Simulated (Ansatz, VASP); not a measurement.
# Si in VASP and in Ansatz

```
Si
1.0
     0.00000    2.63401    2.71547
     2.63401    0.00000    2.71547
     2.63401    2.63401    0.00000
Si
2
Direct
  0.50000 0.50000 0.50000
  0.75000 0.75000 0.75000
```

Change from the starting cell: equal xx and yy strain of -3 %.

Alike in both runs: task single point; functional LDA; k mesh 11 × 11 × 11; occupations fermi-dirac, width 0.08 eV; no spin polarisation.

|  | VASP | Ansatz |
| --- | --- | --- |
| version | VASP 6.6.1 | Ansatz 0.2.0 |
| potentials or method | VASP PAW LDA potentials, release 64 (Si), cutoff 520 eV | all-electron LAPW, scalar-relativistic |

Ansatz gave:

```
pressure (GPa)                                                : 4.6
traceless stress, the component that is largest in VASP (GPa) : -2.03
```

Q: What did VASP give for the same quantities?

A: Pressure (GPa): 4.8; traceless stress, the component that is largest in VASP (GPa): -2.02.

LDA's correlation is that of Perdew and Zunger in VASP and of Perdew and Wang (1992) in Ansatz. Ansatz ran all-electron here, and VASP with PAW potentials.
